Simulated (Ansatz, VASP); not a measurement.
One calculation of Si2Ge3, two programs

```
Si Ge
1.0
     3.28845    0.00000    0.00000
    -1.64423    2.84788    0.00000
     0.00000    0.00000   18.84547
Si Ge
4 6
Cartesian
  0.0000 1.8986 12.2496
  0.0000 1.8986 16.0186
  1.6442 0.9493 2.8268
  1.6442 0.9493 6.5959
  0.0000 1.8986 0.9423
  0.0000 1.8986 4.7114
  0.0000 1.8986 8.4805
  1.6442 0.9493 10.3650
  1.6442 0.9493 14.1341
  1.6442 0.9493 17.9032
```

Alike in both runs: task relaxation of cell and atoms; functional PBE; k mesh 6 × 6 × 1; occupations gaussian, width 0.1 eV; no spin polarisation.

```csv
,VASP,Ansatz
version,VASP 6.6.1,Ansatz 0.2.0
potentials or method,"VASP PAW PBE potentials, release 64 (Si, Ge_d), cutoff 600 eV","scalar-relativistic, plane waves, PAW"
valence electrons in the cell,100,100
```

Ansatz gave:

```
gap on the k mesh at the Fermi level, each at its own relaxed structure (eV) : none
relaxed volume (Å³/atom)                                                     : 18.28
relaxed cell length with the largest relative difference (Å)                 : 20.022
```

Task: What did VASP give for the same quantities?

Result: gap on the k mesh at the Fermi level, each at its own relaxed structure (eV): none; relaxed volume (Å³/atom): 18.36; relaxed cell length with the largest relative difference (Å): 19.443.

A gap of «none» marks a metal or a gap that the smearing closes.

The k mesh is coarse, so the values compare programs but aren't converged.
